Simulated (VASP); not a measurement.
# Na: single point with LDA

Na:

```
CELL_PARAMETERS angstrom
0.00000 2.81000 2.81000
2.81000 0.00000 2.81000
2.81000 2.81000 0.00000
ATOMIC_POSITIONS crystal
Na 0.00000 0.00000 0.00000
```

| Property | Result |
| --- | --- |
| Program | VASP 6.6.1 |
| Task | single point |
| Functional | LDA |
| Potentials or basis | VASP PAW LDA potentials, release 64 (Na_pv) |
| Cutoff | 500 eV |
| k mesh | 5 × 5 × 5 |
| Occupations | methfessel-paxton, width 0.01 eV |
| Spin | no spin polarisation |
| Dipole correction | no |
| Further INCAR settings | ALGO = Normal; EDIFF = 1e-06; NBANDS = 10 |

```
Pressure : -1.6 GPa
```

Levels at points of the mesh, in eV from the Fermi level:
```tsv
k point	band 2	band 3	band 4	band 5	band 6	band 7
(0.00, 0.00, 0.00)	-25.24	-25.24	-3.06	9.88	9.88	9.88
```

Run time: 8 s on 1 thread of AMD EPYC 7R13, with other jobs on the host, peak memory 0.1 GiB.

Caveat: the k points lie up to 0.39 Å⁻¹ apart.
